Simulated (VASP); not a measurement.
# Se (P3_121) in VASP: relaxation of cell and atoms with LDA

Aim: the relaxation of cell and atoms of Se with LDA.

Everything below comes from runs of VASP 6.6.1. Logs are shortened: lines on timing, memory, paths and dates and some standing lists are left out, and cuts for length are marked.

### 1 The cell of the first run

The structure is trigonal, space group P3_121 (No. 152). The conventional cell has a = 4.505 Å, b = 4.505 Å, c = 4.979 Å, α = 90.00°, β = 90.00°, γ = 120.00°. Within 3.1 Å of Se (site symmetry 2) lie 2 Se at 2.38 Å.

### 2 Relaxation of cell and atoms, LDA

INCAR

```
ALGO     = Normal         # electronic algorithm
EDIFF    = 1E-6           # SCF threshold, eV
EDIFFG   = -0.002         # ionic threshold
ENCUT    = 600            # plane-wave cutoff, eV
GGA      = CA             # functional
IBRION   = 2              # ionic algorithm
ISIF     = 3              # what is computed and relaxed
ISMEAR   = 0              # smearing method
LASPH    = T              # aspherical terms in the spheres
LCHARG   = F              # write CHGCAR
LREAL    = F              # projectors in reciprocal space
LWAVE    = F              # write WAVECAR
NELM     = 100            # most SCF steps
NSW      = 100            # ionic steps
PREC     = Accurate       # precision mode
SIGMA    = 0.02           # smearing width, eV
```

KPOINTS

```
k-points
0
Gamma
  9 9 6
```

POSCAR

```
Se
1.0
    4.5048207000      0.0000000000      0.0000000000
   -2.2524103500      3.9012891700      0.0000000000
    0.0000000000      0.0000000000      4.9787963200
Se
3
Direct
    0.2178929800      0.0000000000      0.3333333300
    0.0000000000      0.2178929800      0.6666666700
    0.7821070200      0.7821070200      0.0000000000
```

Potentials or basis: VASP PAW LDA potentials, release 64 (Se).

Run with:

```console
$ cat potpaw_LDA.64/Se/POTCAR > POTCAR
$ mpirun -np 1 vasp_std > vasp.out
```

OUTCAR:

```text
EDIFF = 1E-6
   EDIFFG = -0.002
   ENCUT = 600
   GGA = CA
   IBRION = 2
   ISIF = 3
   ISMEAR = 0
   LASPH = T
   LREAL = F
   NELM = 100
   NSW = 100
   PREC = Accurate

 ion  position               nearest neighbor table
   1  0.218  0.000  0.333-   3 2.38   2 2.38
   2  0.000  0.218  0.667-   3 2.38   1 2.38
   3  0.782  0.782  0.000-   1 2.38   2 2.38

  LATTYP: Found a hexagonal cell.
 ALAT       =     4.5048207000
 C/A-ratio  =     1.1052152020

  Lattice vectors:

 A1 = (   4.5048207000,   0.0000000000,   0.0000000000)
 A2 = (  -2.2524103500,   3.9012891700,   0.0000000000)
 A3 = (   0.0000000000,   0.0000000000,   4.9787963200)

Analysis of symmetry for initial positions (statically):
=====================================================================
 Subroutine PRICEL returns:
 Original cell was already a primitive cell.

 Routine SETGRP: Setting up the symmetry group for a
 hexagonal supercell.

 Subroutine GETGRP returns: Found  6 space group operations
 (whereof  2 operations were pure point group operations)
 out of a pool of 24 trial point group operations.

The static configuration has the point symmetry C_2 .
 The point group associated with its full space group is D_3 .

Analysis of symmetry for dynamics (positions and initial velocities):
=====================================================================
 Subroutine PRICEL returns:
 Original cell was already a primitive cell.

 Routine SETGRP: Setting up the symmetry group for a
 hexagonal supercell.

 Subroutine GETGRP returns: Found  6 space group operations
 (whereof  2 operations were pure point group operations)
 out of a pool of 24 trial point group operations.

The dynamic configuration has the point symmetry C_2 .
 The point group associated with its full space group is D_3 .

 Subroutine INISYM returns: Found  6 space group operations
 (whereof  2 operations are pure point group operations),
 and found     1 'primitive' translations

----------------------------------------------------------------------------------------

                                     Primitive cell

  volume of cell :      87.5004

  direct lattice vectors                    reciprocal lattice vectors
     4.504820700  0.000000000  0.000000000     0.221984418  0.128162763  0.000000000
    -2.252410350  3.901289170  0.000000000     0.000000000  0.256325526  0.000000000
     0.000000000  0.000000000  4.978796320     0.000000000  0.000000000  0.200851759

  length of vectors
     4.504820700  4.504820704  4.978796320     0.256325527  0.256325526  0.200851759

  position of ions in fractional coordinates (direct lattice)
     0.217892980  0.000000000  0.333333330
     1.000000000  0.217892980  0.666666670
[... 116 lines left out ...]
   NGX = 17   NGY = 17   NGZ = 19

--------------------------------------- Ionic step        1  -------------------------------------------

 number of electron      18.0000000 magnetization

 Free energy of the ion-electron system (eV)
  ---------------------------------------------------
  ext. energy  EPLUGINS =         0.00000000
  ---------------------------------------------------
  free energy    TOTEN  =       -12.23898471 eV

  energy without entropy =      -12.23898471  energy(sigma->0) =      -12.23898471

------------------------ aborting loop because EDIFF is reached ----------------------------------------

  FORCE on cell =-STRESS in cart. coord.  units (eV):
  Direction    XX          YY          ZZ          XY          YZ          ZX
  --------------------------------------------------------------------------------------
  -------------------------------------------------------------------------------------
  Total       -1.2236638     -1.2236638     -0.8724755      0.0000000     -0.0000000      0.0000000
  in kB      -22.4059151    -22.4059152    -15.9754755      0.0000000     -0.0000000      0.0000000
  external PRESSURE =     -20.2624353 kB  Pullay stress =       0.0000000 kB
[... 92 lines left out ...]
  FREE ENERGIE OF THE ION-ELECTRON SYSTEM (eV)
  ---------------------------------------------------
  free  energy   TOTEN  =       -12.2743353367 eV

  energy  without entropy=      -12.2743353367  energy(sigma->0) =      -12.27433534

 E-fermi :   4.5622     XC(G=0):  -9.9960

 val. band max:        4.4093953525   @ k =   0.3333   0.3333   0.5000
 cond. band min:       4.6795520106   @ k =   0.3333   0.3333   0.5000
 fundamental gap:      0.2701566581
 Fermi energy:         4.5621648918

 k-point     1 :       0.0000    0.0000    0.0000
  band No.  band energies     occupation
      1     -11.9278      2.00000
      2      -7.7482      2.00000
      3      -7.7482      2.00000
      4       0.6592      2.00000
      5       0.9844      2.00000
      6       0.9844      2.00000
      7       2.4353      2.00000
      8       2.4353      2.00000
      9       3.7051      2.00000
     10       5.7171      0.00000
     11       5.7171      0.00000
     12       6.3927      0.00000
     13      10.5872      0.00000
[... 356 lines left out ...]
      2      -8.7616      2.00000
      3      -6.9774      2.00000
      4      -1.3111      2.00000
      5      -0.6879      2.00000
      6       0.5383      2.00000
      7       2.1031      2.00000
      8       2.9873      2.00000
      9       3.6904      2.00000
     10       5.5513      0.00000
     11       6.3064      0.00000
     12       6.6779      0.00000
     13       9.2949      0.00000

 [... further k-points ...]

[... ionic steps 4 to 26 ...]

--------------------------------------- Ionic step       27  -------------------------------------------

 number of electron      18.0000000 magnetization

------------------------ aborting loop because EDIFF is reached ----------------------------------------
[... 69 lines left out ...]
--------------------------------------- Ionic step       29  -------------------------------------------

 number of electron      18.0000000 magnetization

 Free energy of the ion-electron system (eV)
  ---------------------------------------------------
  ext. energy  EPLUGINS =         0.00000000
  ---------------------------------------------------
  free energy    TOTEN  =       -12.47848240 eV

  energy without entropy =      -12.47848240  energy(sigma->0) =      -12.47848240

 E-fermi :   4.5996     XC(G=0): -10.0104

 val. band max:        4.4496478959   @ k =   0.3333   0.3333   0.5000
 cond. band min:       4.7178134314   @ k =   0.3333   0.3333   0.5000
 fundamental gap:      0.2681655355
 Fermi energy:         4.5995847573

 k-point     1 :       0.0000    0.0000    0.0000
  band No.  band energies     occupation
      1     -11.9080      2.00000
      2      -7.7188      2.00000
      3      -7.7188      2.00000
      4       0.6903      2.00000
      5       1.0251      2.00000
      6       1.0251      2.00000
      7       2.4657      2.00000
      8       2.4657      2.00000
      9       3.7286      2.00000
     10       5.7528      0.00000
     11       5.7528      0.00000
     12       6.4264      0.00000
     13      10.6230      0.00000
[... 398 lines left out ...]
  FREE ENERGIE OF THE ION-ELECTRON SYSTEM (eV)
  ---------------------------------------------------
  free  energy   TOTEN  =       -12.4784824000 eV

  energy  without entropy=      -12.4784824000  energy(sigma->0) =      -12.47848240

 reached required accuracy - stopping structural energy minimisation
```

Run time: 12 min. Hardware: 1 thread of Intel Xeon Platinum 8488C (Sapphire Rapids), shared host; peak memory 0.24 GiB.

What came out:

```
Free energy                           : -12.4785 eV
Relaxed volume                        : 23.04 Å³/atom
Relaxed cell                          : a = 3.946 Å, b = 3.946 Å, c = 5.126 Å, α = 90.00°, β = 90.00°, γ = 120.00°
Space group after relaxing (to 0.1 Å) : P3_121 (No. 152)
Energy gained by relaxing             : 79.8 meV/atom
Ionic steps                           : 29
Pressure after relaxing               : 0.0 GPa
Band gap on the k mesh                : 0.27 eV
```

Step by step:
```tsv
step	energy change (eV)	largest force (eV/Å)	pressure (GPa)	volume (Å³)
1	0.0000	0.1221	-2.03	87.50
2	-0.0351	0.6088	0.33	82.91
3	-0.0354	0.6569	0.58	82.49
4	-0.0620	0.6160	0.61	80.96
5	-0.1297	0.5314	1.09	76.46
6	-0.1737	0.4684	4.22	67.86
7	-0.2151	0.1507	2.33	67.92
8	-0.2275	0.1797	0.08	67.97
9	-0.2288	0.1211	0.51	67.96
10	-0.2288	0.1121	0.57	67.96
11	-0.2317	0.1045	0.38	68.25
12	-0.2372	0.0814	-0.18	69.12
13	-0.2339	0.0284	-1.13	70.87
14	-0.2382	0.0647	-0.50	69.68
15	-0.2392	0.0121	-0.01	69.41
16	-0.2392	0.0105	0.00	69.41
17	-0.2392	0.0090	-0.01	69.42
18	-0.2393	0.0080	-0.04	69.40
19	-0.2394	0.0047	-0.08	69.35
20	-0.2394	0.0035	-0.10	69.32
21	-0.2395	0.0105	-0.02	69.21
22	-0.2395	0.0126	0.01	69.18
23	-0.2395	0.0121	0.03	69.18
24	-0.2395	0.0114	0.00	69.20
25	-0.2395	0.0117	-0.01	69.19
26	-0.2395	0.0120	-0.01	69.19
27	-0.2395	0.0097	-0.01	69.17
28	-0.2395	0.0027	0.01	69.12
29	-0.2395	0.0012	-0.01	69.11
```

Final structure:
```
Se
1.0
     3.94582    0.00000    0.00000
    -1.97291    3.41718    0.00000
     0.00000    0.00000    5.12566
Se
3
Direct
  0.25620 0.00000 0.33333
  0.00000 0.25620 0.66667
  0.74380 0.74380 0.00000
```

Caveat: the volume moved by over 15 % at a fixed basis, so the end points are rough; semilocal functionals underestimate gaps, and a narrow one can read as zero. A k mesh can miss the band edges.
